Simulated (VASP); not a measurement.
## CsLiIr: single point with PBE

Crystal: CsLiIr.

```
Cs Li Ir
1.0
     3.97191    0.00000    0.00000
     0.00000    3.97191    0.00000
     0.00000    0.00000   11.36013
Cs Li Ir
2 2 2
Direct
  0.50000 0.00000 0.71123
  0.00000 0.50000 0.28877
  0.50000 0.00000 0.12952
  0.00000 0.50000 0.87048
  0.00000 0.00000 0.00000
  0.50000 0.50000 0.00000
```

```yaml
Program: VASP 6.6.1
Task: single point
Functional: PBE
Potentials_or_basis: VASP PAW PBE potentials, release 64 (Cs_sv, Li_sv, Ir)
Cutoff: 750 eV
k_mesh: 4 × 4 × 4
Occupations: gaussian, width 0.1 eV
Spin: no spin polarisation
Dipole_correction: no
Further_INCAR_settings: ALGO = Normal; EDIFF = 1e-06; NBANDS = 30
```

- Pressure: 0.1 GPa
- Largest force: 0.027 eV/Å
- Band gap on the k mesh: zero (bands 21 and 22 overlap by 1.18 eV)

Forces in eV/Å, atoms in the order of the input:
```
Cs   0.000  0.000 -0.027
Cs   0.000  0.000  0.027
Li   0.000  0.000  0.002
Li   0.000  0.000 -0.002
Ir   0.000  0.000  0.000
Ir   0.000  0.000  0.000
```

Stress tensor (GPa, compression positive):
```
0.04 0.00 0.00
0.00 0.04 0.00
0.00 0.00 0.25
```

Levels at points of the mesh, in eV from the Fermi level:
```
           k point  band 18  band 19  band 20  band 21  band 22  band 23  band 24  band 25
(0.00, 0.00, 0.00)    -0.97    -0.84    -0.21    -0.21     0.85     0.95     1.07     1.46
(0.50, 0.00, 0.00)    -1.89    -1.50    -1.50    -0.99    -0.99     0.51     0.51     1.71
(0.50, 0.50, 0.00)    -1.02    -0.55    -0.55     0.19     0.19     0.62     0.62     1.12
(0.00, 0.00, 0.50)    -0.96    -0.30    -0.21    -0.21     0.76     0.85     1.23     1.36
(0.50, 0.00, 0.50)    -1.90    -1.50    -1.50    -0.99    -0.99     0.97     0.97     1.13
(0.50, 0.50, 0.50)    -1.02    -0.50    -0.50     0.19     0.19     0.55     0.55     0.80
```

It took 83 s on 1 thread of AMD EPYC 9R45 96-Core Processor (Zen 5), on a shared host, peak memory 0.43 GiB.

Caveat: the k points lie up to 0.40 Å⁻¹ apart, too coarse for converged energies and pressures of a metal; spin-orbit coupling is left out, which moves the levels of the heavy elements.
